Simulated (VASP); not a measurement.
A run of VASP 6.6.1 is set up as follows.

Contents of INCAR:

```
SYSTEM = WS2
PREC = Accurate ; ENCUT = 520
EDIFF = 1E-6 ; ISMEAR = 0
SIGMA = 0.05 ; LREAL = .False.
LASPH = .True. ; NELM = 100
ALGO = Normal ; ISIF = 2
LWAVE = .False. ; LCHARG = .False.
LDIPOL = .True. ; IDIPOL = 3
DIPOL = 0.5 0.5 0.391 ; GGA = PE
IVDW = 12 ; NBANDS = 35
```

KPOINTS

```
regular mesh
0
Gamma
  9 9 1
  0 0 0
```

POSCAR

```
WS2
1.0
    3.1595457497      0.0000000000      0.0000000000
   -1.5797728749      2.7362468836      0.0000000000
    0.0000000000      0.0000000000     23.8042575719
S W
4 2
Direct
    0.3333333333      0.6666666667      0.1890418126
    0.3333333333      0.6666666667      0.3214605103
    0.3333333333      1.1666666667      0.4596710800
    0.3333333333      1.1666666667      0.5920897776
    0.6666666667      0.3333333333      0.2552511581
    0.0000000000      1.5000000000      0.5258804254
```

Potentials or basis: VASP PAW PBE potentials, release 64 (S, W_sv).

The run is started by

```sh
$ cat potpaw_PBE.64/S/POTCAR potpaw_PBE.64/W_sv/POTCAR > POTCAR
$ mpirun -np 1 vasp_std > vasp.out
```

Task: Estimate the dispersion energy per atom.

Result: -0.357 eV.

Task: What does it give for the band gap on the k mesh?

Result: 1.67 eV, indirect (least direct gap 1.90 eV).

Forces in eV/Å, atoms in the order of the input:
```
S    0.002  0.001  0.005
S   -0.004 -0.003  0.024
S    0.004  0.003 -0.024
S   -0.002 -0.001 -0.005
W   -0.007 -0.004  0.049
W    0.007  0.004 -0.049
```

Caveat: spin-orbit coupling is left out, which moves the levels of the heavy elements.
